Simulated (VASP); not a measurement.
Runs of VASP 6.6.1 on Re. The structure is that of space group Fd-3m (No. 227), or close to it. The cells are those of the table. 

```tsv
task	cell	cutoff (eV)	gap on the mesh (eV)	pressure (GPa)
single point	a = 3.983 Å, angles 60.0°, 2 atoms	520	none	-3.7
single point	a = 3.956 Å, angles 60.0°, 2 atoms	520	none	(a)
relaxation of cell and atoms	relaxed from a = 3.969 Å, angles 60.0°, 2 atoms	600	none	0.0
single point	a = 3.969 Å, angles 60.0°, 2 atoms	520	none	-2.0
```

Alike in all rows: level r2SCAN; potentials or basis VASP PAW PBE potentials, release 64 (Re); no spin polarisation; k mesh 8 × 8 × 8; smearing methfessel-paxton 0.05 eV.

**Question.** Estimate the missing entries.

**Answer.** (a) -0.1.

Caveats: the PAW data sets were made with another functional, which shifts forces and pressure a little; spin-orbit coupling is left out, which moves the levels of the heavy elements.

A k mesh can miss the band edges, and the runs leave out spin-orbit coupling on Re.

A gap of «none» marks levels without a gap at the run's occupations.
